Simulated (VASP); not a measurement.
Zr, 4 atoms in the cell. The structure is hexagonal, space group P6_3/mmc (No. 194). Conventional cell: a = 5.176 Å, b = 5.176 Å, c = 8.562 Å, α = 90.00°, β = 90.00°, γ = 120.00°. Zr (site symmetry 3m) has 4 Zr at 3.18 to 3.20 Å within 4.2 Å. 

| Property | Result |
| --- | --- |
| Program | VASP 6.6.1 |
| Task | single point |
| Functional | LDA |
| Potentials or basis | VASP PAW LDA potentials, release 64 (Zr_sv) |
| Cutoff | 520 eV |
| k mesh | 6 × 6 × 2 |
| Occupations | gaussian, width 0.1 eV |
| Spin | no spin polarisation |
| Dipole correction | no |
| Further INCAR settings | ALGO = Normal; EDIFF = 1e-06; NBANDS = 32 |

Potentials or basis: VASP PAW LDA potentials, release 64 (Zr_sv).

Command:

```bash
$ cat potpaw_LDA.64/Zr_sv/POTCAR > POTCAR
$ mpirun -np 1 vasp_std > vasp.out
```

Hardware: 1 thread of AMD EPYC 7R43 64-Core Processor (Zen 3), with other jobs on the host.

Q: How long does it take, and how much memory?

A: Wall time 97 s on 1 thread of AMD EPYC 7R43 64-Core Processor (Zen 3), on a shared host, peak memory 0.22 GiB. Counts: scf iterations 13, k points 14.
